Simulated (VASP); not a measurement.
# AlN (Fm-3m) in VASP: notebook

The runs below take AlN through single point, with PBE.

Program: VASP 6.6.1. These are calculated values, not measurements. Logs are shortened: lines on timing, memory, paths and dates and some standing lists are left out, and cuts for length are marked.

**1. The cell of the first run**

The structure is cubic, space group Fm-3m (No. 225). The conventional cell has a = 3.969 Å, b = 3.969 Å, c = 3.969 Å, α = 90.00°, β = 90.00°, γ = 90.00°. Within 2.6 Å of Al (site symmetry m-3m) lie 6 N at 1.98 Å. N (site symmetry m-3m) has 6 Al at 1.98 Å within 2.6 Å.

**2. Single point, PBE**

Input file INCAR:

```
SYSTEM = AlN
  PREC = Accurate
  ENCUT = 520
  EDIFF = 1E-6
  ISMEAR = 0
  SIGMA = 0.05
  LREAL = .False.
  LASPH = .True.
  NELM = 60
  ALGO = Normal
  ISIF = 2
  LWAVE = .False.
  LCHARG = .False.
  GGA = PE
  NBANDS = 16
```

Input file KPOINTS:

```
Automatic mesh
0
Gamma
  8 8 6
  0 0 0
```

Input file POSCAR:

```
AlN
1.0
    0.0000000000     -1.9844337052     -1.9844337052
    0.0000000000      1.9844337052     -1.9844337052
    3.9688674103      0.0000000000      0.0000000000
Al N
2 2
Direct
    0.5000000000      0.5000000000      0.0000000000
    0.0000000000      0.0000000000      0.5000000000
    0.5000000000      0.5000000000      0.5000000000
    0.0000000000      1.0000000000      0.0000000000
```

Potentials or basis: VASP PAW PBE potentials, release 64 (Al, N).

On the command line:

```
cat potpaw_PBE.64/Al/POTCAR potpaw_PBE.64/N/POTCAR > POTCAR
mpirun -np 1 vasp_std > vasp.out
```

OUTCAR:

```text
SYSTEM = AlN
   PREC = Accurate
   ENCUT = 520
   EDIFF = 1E-6
   ISMEAR = 0
   LREAL = .False.
   LASPH = .True.
   NELM = 60
   ISIF = 2
   GGA = PE

 ion  position               nearest neighbor table
   1  0.500  0.500  0.000-   3 1.98   3 1.98   4 1.98   4 1.98   4 1.98   4 1.98   2 2.81   2 2.81
                             2 2.81   2 2.81   2 2.81   2 2.81   2 2.81   2 2.81
   2  0.000  0.000  0.500-   4 1.98   4 1.98   3 1.98   3 1.98   3 1.98   3 1.98   1 2.81   1 2.81
                             1 2.81   1 2.81   1 2.81   1 2.81   1 2.81   1 2.81
   3  0.500  0.500  0.500-   1 1.98   1 1.98   2 1.98   2 1.98   2 1.98   2 1.98
   4  0.000  0.000  0.000-   2 1.98   2 1.98   1 1.98   1 1.98   1 1.98   1 1.98

  LATTYP: Found a simple tetragonal cell.
 ALAT       =     2.8064130595
 C/A-ratio  =     1.4142135623

  Lattice vectors:

 A1 = (   0.0000000000,  -1.9844337052,  -1.9844337052)
 A2 = (   0.0000000000,   1.9844337052,  -1.9844337052)
 A3 = (   3.9688674103,   0.0000000000,   0.0000000000)

Analysis of symmetry for initial positions (statically):
=====================================================================
 Subroutine PRICEL returns following result:

  LATTYP: Found a face centered cubic cell.
 ALAT       =     3.9688674104

  Lattice vectors:

 A1 = (  -1.9844337052,   0.0000000000,   1.9844337052)
 A2 = (  -1.9844337052,  -1.9844337052,   0.0000000000)
 A3 = (   0.0000000000,  -1.9844337052,   1.9844337052)

   2 primitive cells build up your supercell.

 Routine SETGRP: Setting up the symmetry group for a
 simple tetragonal supercell.

 Subroutine GETGRP returns: Found 16 space group operations
 (whereof 16 operations were pure point group operations)
 out of a pool of 16 trial point group operations.

The static configuration has the point symmetry D_4h.

Analysis of symmetry for dynamics (positions and initial velocities):
=====================================================================
 Subroutine PRICEL returns following result:

  LATTYP: Found a face centered cubic cell.
 ALAT       =     3.9688674104

  Lattice vectors:

 A1 = (  -1.9844337052,   0.0000000000,   1.9844337052)
 A2 = (  -1.9844337052,  -1.9844337052,   0.0000000000)
 A3 = (   0.0000000000,  -1.9844337052,   1.9844337052)

   2 primitive cells build up your supercell.

 Routine SETGRP: Setting up the symmetry group for a
 simple tetragonal supercell.

 Subroutine GETGRP returns: Found 16 space group operations
 (whereof 16 operations were pure point group operations)
 out of a pool of 16 trial point group operations.

The dynamic configuration has the point symmetry D_4h.

 Subroutine INISYM returns: Found 16 space group operations
 (whereof 16 operations are pure point group operations),
 and found     2 'primitive' translations

----------------------------------------------------------------------------------------

                                     Primitive cell

  volume of cell :      15.6293

  direct lattice vectors                    reciprocal lattice vectors
    -1.984433705  0.000000000  1.984433705    -0.251961050  0.251961050  0.251961050
    -1.984433705 -1.984433705  0.000000000    -0.251961050 -0.251961050 -0.251961050
     0.000000000 -1.984433705  1.984433705     0.251961050 -0.251961050  0.251961050

  length of vectors
     2.806413059  2.806413059  2.806413060     0.436409340  0.436409340  0.436409340

  position of ions in fractional coordinates (direct lattice)
     0.500000000  0.500000000  0.500000000
     0.000000000  0.000000000  1.000000000

  ion indices of the primitive-cell ions
   primitive index   ion index
                 1           1
                 2           3

----------------------------------------------------------------------------------------

 KPOINTS: Automatic mesh

Automatic generation of k-mesh.
 Grid dimensions read from file:
 generate k-points for:    8    8    6

 Generating k-lattice:

  Cartesian coordinates                     Fractional coordinates (reciprocal lattice)
     0.000000000 -0.031495131 -0.031495131     0.125000000  0.000000000  0.000000000
     0.000000000  0.031495131 -0.031495131     0.000000000  0.125000000  0.000000000
     0.041993508  0.000000000  0.000000000     0.000000000  0.000000000  0.166666667

  Length of vectors
     0.044540842  0.044540842  0.041993508

  Shift w.r.t. Gamma in fractional coordinates (k-lattice)
     0.000000000  0.000000000  0.000000000

 Subroutine IBZKPT returns following result:
 ===========================================

 Found     60 irreducible k-points:

 Following reciprocal coordinates:
            Coordinates               Weight
  0.000000  0.000000  0.000000      1.000000
  0.125000  0.000000  0.000000      4.000000
  0.250000  0.000000  0.000000      4.000000
  0.375000  0.000000  0.000000      4.000000
  0.500000  0.000000  0.000000      2.000000
  0.125000  0.125000  0.000000      4.000000
[... 16 lines left out ...]
  0.375000  0.125000  0.166667     16.000000
  0.500000  0.125000  0.166667      8.000000
 [... further k-points ...]
   k-points           NKPTS =     60   k-points in BZ     NKDIM =     60   number of bands    NBANDS=     16
   number of dos      NEDOS =    301   number of ions     NIONS =      4
   total plane-waves  NPLWV =  17280
   dimension x,y,z NGX =    24 NGY =   24 NGZ =   30
   dimension x,y,z NGXF=    48 NGYF=   48 NGZF=   60
   ions per type =               2   2
   NGX,Y,Z   is equivalent  to a cutoff of  14.22, 14.22, 12.57 a.u.
   NGXF,Y,Z  is equivalent  to a cutoff of  28.43, 28.43, 25.13 a.u.
 SYSTEM =  AlN
   PREC   = accura    normal or accurate (medium, high low for compatibility)
   ISTART =      0    job   : 0-new  1-cont  2-samecut
   ICHARG =      2    charge: 1-file 2-atom 10-const
   ISPIN  =      1    spin polarized calculation?
   LNONCOLLINEAR =      F non collinear calculations
   LSORBIT =      F    spin-orbit coupling
   LASPH  =      T    aspherical Exc in radial PAW
   ENCUT  =  520.0 eV  38.22 Ry    6.18 a.u.   5.22  5.22  7.38*2*pi/ulx,y,z
   NELM   =     60;   NELMIN=  2; NELMDL= -5     # of ELM steps
   EDIFF  = 0.1E-05   stopping-criterion for ELM
   LREAL  =      F    real-space projection
[... 7 lines left out ...]
   TEBEG  =    0.0;   TEEND  =   0.0 temperature during run
   PSTRESS=    0.0 pullay stress
   NELECT =      16.0000    total number of electrons
   NUPDOWN=      -1.0000    fix difference up-down
   EMIN   =  10.00;   EMAX   =-10.00  energy-range for DOS
   EFERMI =   0.00;   METHOD = LEGACY
   ISMEAR =     0;   SIGMA  =   0.05  broadening in eV -4-tet -1-fermi 0-gaus
   EFERMI_NEDOS =   21; number of points for ismear=-14 and -15
   IALGO  =     38    algorithm
   IMIX   =      4    mixing-type and parameters
     AMIX     =   0.40;   BMIX     =  1.00
     AMIX_MAG =   1.60;   BMIX_MAG =  1.00
  volume/ion in A,a.u.               =       7.81        52.74
  Fermi-wavevector in a.u.,A,eV,Ry     =   1.309558  2.474707 23.333222  1.714943
  Thomas-Fermi vector in A             =   2.440149
   LORBIT       =      0    0 simple, 1 ext, 2 COOP (PROOUT), +10 PAW based schemes
   GGA     = PE    functional components
   LHFCALC =     F    Hartree Fock is set to
   AEXX    =    0.0000 exact exchange contribution
   IVDW    =     0    specifies the selected vdW correction
   LEPSILON=     F    determine dielectric tensor
   LRPA    =     F    only Hartree local field effects (RPA)
 non-spin polarized calculation
 Gauss-broadening in eV      SIGMA  =   0.05
  energy-cutoff  :      520.00
  volume of cell :       31.26
 maximum number of plane-waves:       888
 NGX is ok and might be reduce to    24
   NGX = 11   NGY = 11   NGZ = 15

 number of electron      16.0000002 magnetization

 Free energy of the ion-electron system (eV)
  ---------------------------------------------------
  ext. energy  EPLUGINS =         0.00000000
  ---------------------------------------------------
  free energy    TOTEN  =       -28.93393873 eV

  energy without entropy =      -28.93393873  energy(sigma->0) =      -28.93393873

 E-fermi :  11.0167     XC(G=0): -12.5487

 val. band max:       10.7031815175   @ k =   0.0000   0.0000   0.0000
 cond. band min:      15.8598832762   @ k =   0.5000   0.5000   0.0000
 fundamental gap:      5.1567017586
 Fermi energy:        11.0167184488

 k-point     1 :       0.0000    0.0000    0.0000
  band No.  band energies     occupation
      1      -7.3665      2.00000
      2      -2.8182      2.00000
      3       2.9402      2.00000
      4       7.7587      2.00000
      5       7.7587      2.00000
      6      10.7032      2.00000
[... 8 lines left out ...]
     15      25.4496      0.00000
     16      28.3426      0.00000

 k-point     2 :       0.1250    0.0000    0.0000
  band No.  band energies     occupation
      1      -7.1413      2.00000
      2      -2.7773      2.00000
      3       3.1659      2.00000
      4       6.7004      2.00000
      5       7.8908      2.00000
      6       9.7441      2.00000
[... 8 lines left out ...]
     15      25.0603      0.00000
     16      26.8562      0.00000

 k-point     3 :       0.2500    0.0000    0.0000
  band No.  band energies     occupation
      1      -6.4851      2.00000
      2      -2.7952      2.00000
      3       3.8335      2.00000
      4       4.9972      2.00000
      5       7.8287      2.00000
      6       8.2684      2.00000
[... 8 lines left out ...]
     15      24.2158      0.00000
     16      24.9320      0.00000

 k-point     4 :       0.3750    0.0000    0.0000
  band No.  band energies     occupation
      1      -5.4692      2.00000
      2      -3.2467      2.00000
      3       4.1410      2.00000
      4       4.9096      2.00000
      5       5.9438      2.00000
      6       7.9007      2.00000
[... 8 lines left out ...]
     15      23.9186      0.00000
     16      24.6665      0.00000
[... 324 lines left out ...]
 k-point    22 :       0.2500    0.1250    0.1667
  band No.  band energies     occupation
      1      -6.0883      2.00000
      2      -3.0413      2.00000
      3       3.7790      2.00000
      4       5.7621      2.00000
      5       6.8736      2.00000
      6       7.7438      2.00000
[... 8 lines left out ...]
     15      24.4715      0.00000
     16      25.1643      0.00000

 k-point    23 :       0.3750    0.1250    0.1667
  band No.  band energies     occupation
      1      -5.1177      2.00000
      2      -3.2196      2.00000
      3       3.3238      2.00000
      4       5.0493      2.00000
      5       6.1688      2.00000
      6       8.3174      2.00000
[... 8 lines left out ...]
     15      24.3628      0.00000
     16      24.4286      0.00000

 k-point    24 :       0.5000    0.1250    0.1667
  band No.  band energies     occupation
      1      -4.0200      2.00000
      2      -4.0200      2.00000
      3       3.7097      2.00000
      4       3.7097      2.00000
      5       7.3161      2.00000
      6       7.3161      2.00000
[... 8 lines left out ...]
     15      24.3516      0.00000
     16      24.3516      0.00000

 [... further k-points ...]
[... 5 lines left out ...]
  --------------------------------------------------------------------------------------
  -------------------------------------------------------------------------------------
  Total        4.2666612      4.2682098      4.2682098     -0.0000000      0.0000000      0.0000000
  in kB      218.6900219    218.7693954    218.7693954     -0.0000000      0.0000000      0.0000000
  external PRESSURE =     218.7429376 kB  Pullay stress =       0.0000000 kB

 VOLUME and BASIS-vectors are now :
 -----------------------------------------------------------------------------
  energy-cutoff  :      520.00
  volume of cell :       31.26
      direct lattice vectors                 reciprocal lattice vectors
     0.000000000 -1.984433705 -1.984433705     0.000000000 -0.251961050 -0.251961050
     0.000000000  1.984433705 -1.984433705     0.000000000  0.251961050 -0.251961050
     3.968867410  0.000000000  0.000000000     0.251961050  0.000000000  0.000000000

 POSITION                                       TOTAL-FORCE (eV/Angst)
 -----------------------------------------------------------------------------------
      0.00000      0.00000     -1.98443        -0.000000     -0.000000     -0.000000
      1.98443      0.00000      0.00000        -0.000000     -0.000000      0.000000
      1.98443      0.00000     -1.98443         0.000000     -0.000000     -0.000000
      0.00000      0.00000      0.00000        -0.000000      0.000000      0.000000
 -----------------------------------------------------------------------------------
    total drift:                               -0.000000      0.000000     -0.000000

  FREE ENERGIE OF THE ION-ELECTRON SYSTEM (eV)
  ---------------------------------------------------
  free  energy   TOTEN  =       -28.9339387272 eV

  energy  without entropy=      -28.9339387272  energy(sigma->0) =      -28.93393873
```

It took 18 s on 1 thread of Intel Xeon Platinum 8259CL at 2.50GHz (Skylake/Cascade Lake), shared host; peak memory 0.15 GiB.

Results:

```
Free energy            : -28.9339 eV
Pressure               : 21.9 GPa
Band gap on the k mesh : 5.16 eV
```

Levels at points of the mesh, in eV from the valence-band top:
```
           k point  band 6  band 7  band 8  band 9  band 10  band 11
(0.00, 0.00, 0.00)    0.00    0.00    0.00    5.16     5.20     6.51
(0.50, 0.00, 0.00)   -4.39   -1.23   -1.23    8.80     8.80    10.88
(0.50, 0.50, 0.00)   -2.94   -2.94   -2.94    5.16     5.16     5.20
(0.00, 0.00, 0.50)   -1.72   -1.72   -1.72    7.47     7.47     8.40
(0.50, 0.00, 0.50)   -1.18   -1.18   -1.18    6.49     6.49    11.46
(0.50, 0.50, 0.50)   -6.01   -4.06   -4.06    8.70     8.70    11.03
```

A k mesh can miss the band edges. PBE gaps usually lie below the measured ones, often by a third to a half.

**3. Single point, PBE**

This run uses another cell than the first one, of 8.02 Å³/atom, 1.026 times its volume.

Input file INCAR:

```
SYSTEM = AlN
PREC = Accurate
ENCUT = 520
EDIFF = 1E-6
ISMEAR = 0
SIGMA = 0.05
LREAL = .False.
LASPH = .True.
NELM = 100
ALGO = Normal
ISIF = 2
LWAVE = .False.
LCHARG = .False.
GGA = PE
NBANDS = 16
```

KPOINTS is that of step 2.

Input file POSCAR:

```
AlN
1.0
    0.0000000000     -2.0013268331     -2.0013268331
    0.0000000000      2.0013268331     -2.0013268331
    4.0026536662      0.0000000000      0.0000000000
Al N
2 2
Direct
    0.5000000000      0.5000000000      0.0000000000
    0.0000000000      0.0000000000      0.5000000000
    0.5000000000      0.5000000000      0.5000000000
    0.0000000000      1.0000000000      0.0000000000
```

Potentials or basis: VASP PAW PBE potentials, release 64 (Al, N).

On the command line:

```
cat potpaw_PBE.64/Al/POTCAR potpaw_PBE.64/N/POTCAR > POTCAR
mpirun -np 1 vasp_std > vasp.out
```

Run time: 20 s. Hardware: 1 thread of Intel Xeon Platinum 8259CL at 2.50GHz (Skylake/Cascade Lake), shared host; peak memory 0.15 GiB.

Results (log left out):

```
Free energy            : -29.0237 eV
Pressure               : 13.7 GPa
Band gap on the k mesh : 4.90 eV
```

Levels at points of the mesh, in eV from the valence-band top:
```csv
k point,band 5,band 6,band 7,band 8,band 9,band 10,band 11,band 12
"(0.00, 0.00, 0.00)",-2.88,0.00,0.00,0.00,4.90,5.25,6.12,12.26
"(0.50, 0.00, 0.00)",-4.27,-4.27,-1.19,-1.19,8.60,8.60,10.74,10.74
"(0.50, 0.50, 0.00)",-2.88,-2.88,-2.88,-2.88,4.90,4.90,5.25,5.25
"(0.00, 0.00, 0.50)",-1.68,-1.68,-1.68,-1.68,7.47,7.47,8.09,8.09
"(0.50, 0.00, 0.50)",-1.13,-1.13,-1.13,-1.13,6.33,6.33,11.25,11.25
"(0.50, 0.50, 0.50)",-5.87,-5.87,-3.99,-3.99,8.42,8.42,10.89,10.89
```

A k mesh can miss the band edges. As with any semilocal functional, this PBE gap is likely too small.
